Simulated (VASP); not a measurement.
# SnTe (F-43m) in VASP: a series of runs

Runs on SnTe. Level: PBE. Tasks: relaxation of cell and atoms, single point.

All numbers are computed with VASP 6.6.1; they aren't measurements. Logs are shortened: lines on timing, memory, paths and dates and some standing lists are left out, and cuts for length are marked.

## (1) The cell of the first run

It takes space group F-43m (No. 216, cubic). The conventional cell has a = 7.222 Å, b = 7.222 Å, c = 7.222 Å, α = 90.00°, β = 90.00°, γ = 90.00°. Within 4.1 Å of Te (site symmetry -43m) lie 4 Sn at 3.13 Å. Within 4.1 Å of Sn (site symmetry -43m) lie 4 Te at 3.13 Å.

## (2) Relaxation of cell and atoms, PBE

File INCAR:

```
SYSTEM = SnTe
ALGO = Normal
EDIFF = 1E-6
EDIFFG = -0.01
ENCUT = 600
GGA = PE
IBRION = 2
ISIF = 3
ISMEAR = -1
LASPH = .True.
LCHARG = .False.
LREAL = .False.
LWAVE = .False.
NELM = 80
NSW = 60
PREC = Accurate
SIGMA = 0.05
```

File KPOINTS:

```
k-points
0
Gamma
  7 7 7
  0 0 0
```

File POSCAR:

```
SnTe
1.0
    0.0000000000      3.6111460000      3.6111460000
    3.6111460000      0.0000000000      3.6111460000
    3.6111460000      3.6111460000      0.0000000000
Te Sn
1 1
Direct
    0.2500000000      0.2500000000      0.2500000000
    0.0000000000      0.0000000000      0.0000000000
```

Potentials or basis: VASP PAW PBE potentials, release 64 (Te, Sn_d).

Run with:

```sh
$ cat potpaw_PBE.64/Te/POTCAR potpaw_PBE.64/Sn_d/POTCAR > POTCAR
$ mpirun -np 1 vasp_std > vasp.out
```

OUTCAR:

```text
SYSTEM = SnTe
   EDIFF = 1E-6
   EDIFFG = -0.01
   ENCUT = 600
   GGA = PE
   IBRION = 2
   ISIF = 3
   ISMEAR = -1
   LASPH = .True.
   LREAL = .False.
   NELM = 80
   NSW = 60
   PREC = Accurate

 ion  position               nearest neighbor table
   1  0.250  0.250  0.250-   2 3.13   2 3.13   2 3.13   2 3.13
   2  0.000  0.000  0.000-   1 3.13   1 3.13   1 3.13   1 3.13

  LATTYP: Found a face centered cubic cell.
 ALAT       =     7.2222920000

  Lattice vectors:

 A1 = (   0.0000000000,   3.6111460000,   3.6111460000)
 A2 = (   3.6111460000,   0.0000000000,   3.6111460000)
 A3 = (   3.6111460000,   3.6111460000,   0.0000000000)

Analysis of symmetry for initial positions (statically):
=====================================================================
 Subroutine PRICEL returns:
 Original cell was already a primitive cell.

 Routine SETGRP: Setting up the symmetry group for a
 face centered cubic supercell.

 Subroutine GETGRP returns: Found 24 space group operations
 (whereof 24 operations were pure point group operations)
 out of a pool of 48 trial point group operations.

The static configuration has the point symmetry T_d .

Analysis of symmetry for dynamics (positions and initial velocities):
=====================================================================
 Subroutine PRICEL returns:
 Original cell was already a primitive cell.

 Routine SETGRP: Setting up the symmetry group for a
 face centered cubic supercell.

 Subroutine GETGRP returns: Found 24 space group operations
 (whereof 24 operations were pure point group operations)
 out of a pool of 48 trial point group operations.

The dynamic configuration has the point symmetry T_d .

 Subroutine INISYM returns: Found 24 space group operations
 (whereof 24 operations are pure point group operations),
 and found     1 'primitive' translations

----------------------------------------------------------------------------------------

                                     Primitive cell

  volume of cell :      94.1814

  direct lattice vectors                    reciprocal lattice vectors
     0.000000000  3.611146000  3.611146000    -0.138460201  0.138460201  0.138460201
     3.611146000  0.000000000  3.611146000     0.138460201 -0.138460201  0.138460201
     3.611146000  3.611146000  0.000000000     0.138460201  0.138460201 -0.138460201

  length of vectors
     5.106931649  5.106931649  5.106931649     0.239820102  0.239820102  0.239820102

  position of ions in fractional coordinates (direct lattice)
     0.250000000  0.250000000  0.250000000
     0.000000000  0.000000000  0.000000000

  ion indices of the primitive-cell ions
   primitive index   ion index
                 1           1
                 2           2

----------------------------------------------------------------------------------------

 KPOINTS: k-points

Automatic generation of k-mesh.
 Grid dimensions read from file:
 generate k-points for:    7    7    7

 Generating k-lattice:

  Cartesian coordinates                     Fractional coordinates (reciprocal lattice)
    -0.019780029  0.019780029  0.019780029     0.142857143  0.000000000  0.000000000
     0.019780029 -0.019780029  0.019780029     0.000000000  0.142857143  0.000000000
     0.019780029  0.019780029 -0.019780029     0.000000000  0.000000000  0.142857143

  Length of vectors
     0.034260015  0.034260015  0.034260015

  Shift w.r.t. Gamma in fractional coordinates (k-lattice)
     0.000000000  0.000000000  0.000000000

 Subroutine IBZKPT returns following result:
 ===========================================

 Found     20 irreducible k-points:

[... 52 lines left out ...]
   NUPDOWN=      -1.0000    fix difference up-down
   EMIN   =  10.00;   EMAX   =-10.00  energy-range for DOS
   EFERMI =   0.00;   METHOD = LEGACY
   ISMEAR =    -1;   SIGMA  =   0.05  broadening in eV -4-tet -1-fermi 0-gaus
   EFERMI_NEDOS =   21; number of points for ismear=-14 and -15
   IALGO  =     38    algorithm
   IMIX   =      4    mixing-type and parameters
     AMIX     =   0.40;   BMIX     =  1.00
     AMIX_MAG =   1.60;   BMIX_MAG =  1.00
  volume/ion in A,a.u.               =      47.09       317.78
  Fermi-wavevector in a.u.,A,eV,Ry     =   0.976704  1.845704 12.979296  0.953951
  Thomas-Fermi vector in A             =   2.107344
   LORBIT       =      0    0 simple, 1 ext, 2 COOP (PROOUT), +10 PAW based schemes
   GGA     = PE    functional components
   LHFCALC =     F    Hartree Fock is set to
   AEXX    =    0.0000 exact exchange contribution
   IVDW    =     0    specifies the selected vdW correction
   LEPSILON=     F    determine dielectric tensor
   LRPA    =     F    only Hartree local field effects (RPA)
 conjugate gradient relaxation of ions
 non-spin polarized calculation
  energy-cutoff  :      600.00
  volume of cell :       94.18
 maximum number of plane-waves:      3166
 NGX is ok and might be reduce to    42
   NGX = 21   NGY = 21   NGZ = 21

--------------------------------------- Ionic step        1  -------------------------------------------

 number of electron      20.0000000 magnetization

 Free energy of the ion-electron system (eV)
  ---------------------------------------------------
  ext. energy  EPLUGINS =         0.00000000
  ---------------------------------------------------
  free energy    TOTEN  =        -7.06509336 eV

  energy without entropy =       -7.06391098  energy(sigma->0) =       -7.06450217

------------------------ aborting loop because EDIFF is reached ----------------------------------------

  FORCE on cell =-STRESS in cart. coord.  units (eV):
  Direction    XX          YY          ZZ          XY          YZ          ZX
  --------------------------------------------------------------------------------------
  -------------------------------------------------------------------------------------
  Total       -0.0300498     -0.0300498     -0.0300498     -0.0000000     -0.0000000     -0.0000000
  in kB       -0.5111962     -0.5111962     -0.5111962     -0.0000000     -0.0000000     -0.0000000
  external PRESSURE =      -0.5111962 kB  Pullay stress =       0.0000000 kB

 VOLUME and BASIS-vectors are now :
 -----------------------------------------------------------------------------
  energy-cutoff  :      600.00
  volume of cell :       94.18
      direct lattice vectors                 reciprocal lattice vectors
     0.000000000  3.611146000  3.611146000    -0.138460201  0.138460201  0.138460201
     3.611146000  0.000000000  3.611146000     0.138460201 -0.138460201  0.138460201
     3.611146000  3.611146000  0.000000000     0.138460201  0.138460201 -0.138460201

 POSITION                                       TOTAL-FORCE (eV/Angst)
 -----------------------------------------------------------------------------------
      1.80557      1.80557      1.80557         0.000000      0.000000      0.000000
      0.00000      0.00000      0.00000        -0.000000     -0.000000     -0.000000
 -----------------------------------------------------------------------------------
    total drift:                               -0.000000     -0.000000     -0.000000

  FREE ENERGIE OF THE ION-ELECTRON SYSTEM (eV)
  ---------------------------------------------------
  free  energy   TOTEN  =        -7.0650933596 eV

  energy  without entropy=       -7.0639109806  energy(sigma->0) =       -7.06450217

--------------------------------------- Ionic step        2  -------------------------------------------

 number of electron      20.0000000 magnetization

 Free energy of the ion-electron system (eV)
  ---------------------------------------------------
  ext. energy  EPLUGINS =         0.00000000
  ---------------------------------------------------
  free energy    TOTEN  =        -7.06512914 eV

  energy without entropy =       -7.06390527  energy(sigma->0) =       -7.06451721

 E-fermi :   3.2148     XC(G=0):  -7.4529

 val. band max:        3.0146894971   @ k =  -0.2857   0.4286   0.1429
 cond. band min:       3.3415223018   @ k =   0.4286   0.4286   0.0000
 fundamental gap:      0.3268328047
 Fermi energy:         3.2148441852

 k-point     1 :       0.0000    0.0000    0.0000
  band No.  band energies     occupation
      1     -18.6094      2.00000
      2     -18.6094      2.00000
      3     -18.6094      2.00000
      4     -18.6007      2.00000
      5     -18.6007      2.00000
      6      -8.3395      2.00000
      7      -1.9804      2.00000
      8       1.2605      2.00000
      9       1.2605      2.00000
     10       1.2605      2.00000
     11       4.2044      0.00000
     12       4.2044      0.00000
     13       4.2044      0.00000
     14       7.3237      0.00000
[... 309 lines left out ...]
      1     -18.6116      2.00000
      2     -18.6077      2.00000
      3     -18.6068      2.00000
      4     -18.6009      2.00000
      5     -18.6002      2.00000
      6      -7.5926      2.00000
      7      -4.1222      2.00000
      8      -0.2977      2.00000
      9       0.1029      2.00000
     10       3.0147      1.96414
     11       4.5854      0.00000
     12       5.6053      0.00000
     13       6.3455      0.00000
     14       8.2130      0.00000

------------------------ aborting loop because EDIFF is reached ----------------------------------------

  FORCE on cell =-STRESS in cart. coord.  units (eV):
  Direction    XX          YY          ZZ          XY          YZ          ZX
  --------------------------------------------------------------------------------------
  -------------------------------------------------------------------------------------
  Total        0.0089159      0.0089159      0.0089159      0.0000000      0.0000000     -0.0000000
  in kB        0.1520046      0.1520046      0.1520046      0.0000000      0.0000000     -0.0000000
  external PRESSURE =       0.1520046 kB  Pullay stress =       0.0000000 kB

 VOLUME and BASIS-vectors are now :
 -----------------------------------------------------------------------------
  energy-cutoff  :      600.00
  volume of cell :       93.98
      direct lattice vectors                 reciprocal lattice vectors
     0.000000000  3.608528490  3.608528490    -0.138560635  0.138560635  0.138560635
     3.608528490 -0.000000000  3.608528490     0.138560635 -0.138560635  0.138560635
     3.608528490  3.608528490 -0.000000000     0.138560635  0.138560635 -0.138560635

 POSITION                                       TOTAL-FORCE (eV/Angst)
 -----------------------------------------------------------------------------------
      1.80426      1.80426      1.80426         0.000000      0.000000     -0.000000
      7.21706      7.21706      7.21706        -0.000000     -0.000000      0.000000
 -----------------------------------------------------------------------------------
    total drift:                               -0.000000     -0.000000     -0.000000

  FREE ENERGIE OF THE ION-ELECTRON SYSTEM (eV)
  ---------------------------------------------------
  free  energy   TOTEN  =        -7.0651291447 eV

  energy  without entropy=       -7.0639052702  energy(sigma->0) =       -7.06451721

 reached required accuracy - stopping structural energy minimisation
```

Run time: 83 s. Hardware: 1 thread of Intel Xeon Platinum 8488C (Sapphire Rapids), shared host; peak memory 0.27 GiB.

What came out:

| Quantity | Value |
| --- | --- |
| Free energy | -7.0651 eV |
| Relaxed volume | 46.99 Å³/atom |
| Relaxed cell | a = 5.103 Å, b = 5.103 Å, c = 5.103 Å, α = 60.00°, β = 60.00°, γ = 60.00° |
| Space group after relaxing (to 0.05 Å) | F-43m (No. 216) |
| Energy gained by relaxing | 0.0 meV/atom |
| Ionic steps | 2 |
| Pressure after relaxing | 0.0 GPa |
| Band gap on the k mesh | 0.33 eV, indirect (least direct gap 0.82 eV) |

Final structure:
```
CELL_PARAMETERS angstrom
0.00000 3.60853 3.60853
3.60853 0.00000 3.60853
3.60853 3.60853 0.00000
ATOMIC_POSITIONS crystal
Te 0.25000 0.25000 0.25000
Sn 0.00000 0.00000 0.00000
```

Levels at points of the mesh, in eV from the valence-band top:
| k point | band 7 | band 8 | band 9 | band 10 | band 11 | band 12 | band 13 | band 14 |
| --- | --- | --- | --- | --- | --- | --- | --- | --- |
| (0.00, 0.00, 0.00) | -5.00 | -1.75 | -1.75 | -1.75 | 1.19 | 1.19 | 1.19 | 4.31 |

Caveat: spin-orbit coupling is left out, which moves the levels of the heavy elements. A k mesh can miss the band edges.

## (3) Single point, PBE, non-collinear spin, zero start, spin-orbit coupling

File INCAR:

```
PREC     = Accurate       # precision mode
ENCUT    = 520            # plane-wave cutoff, eV
EDIFF    = 1E-6           # SCF threshold, eV
ISMEAR   = -1             # smearing method
SIGMA    = 0.05           # smearing width, eV
LREAL    = F              # projectors in reciprocal space
LASPH    = T              # aspherical terms in the spheres
NELM     = 150            # most SCF steps
ALGO     = Normal         # electronic algorithm
ISIF     = 2              # what is computed and relaxed
LWAVE    = F              # write WAVECAR
LCHARG   = T              # write CHGCAR
MAGMOM   = 0 0 0 0 0 0    # initial moments
LORBIT   = 11             # projections on sites
LSORBIT  = T              # spin-orbit coupling
GGA_COMPAT= F            
LORBMOM  = T            
GGA      = PE             # functional
LVHAR    = T            
NBANDS   = 32             # bands
```

File KPOINTS:

```
regular mesh
0
Gamma
  5 5 5
```

POSCAR is that of step 2.

Potentials or basis: VASP PAW PBE potentials, release 64 (Te, Sn_d).

Run with:

```sh
$ cat potpaw_PBE.64/Te/POTCAR potpaw_PBE.64/Sn_d/POTCAR > POTCAR
$ mpirun -np 1 vasp_ncl > vasp.out
```

Run time: 2.8 min. Hardware: 1 thread of Intel Xeon Platinum 8488C (Sapphire Rapids), shared host; peak memory 0.5 GiB.

It converged, with:

```
Free energy                                           : -7.2274 eV
Pressure                                              : 0.0 GPa
Net moment                                            : 0.00 μB per cell
Valence electrons inside the program's atomic spheres : Te 3.36; Sn 12.06
```

Moments on the atoms (μB; x, y, z):
```
Te  0.00 0.00 0.00
Sn  0.00 0.00 0.00
```
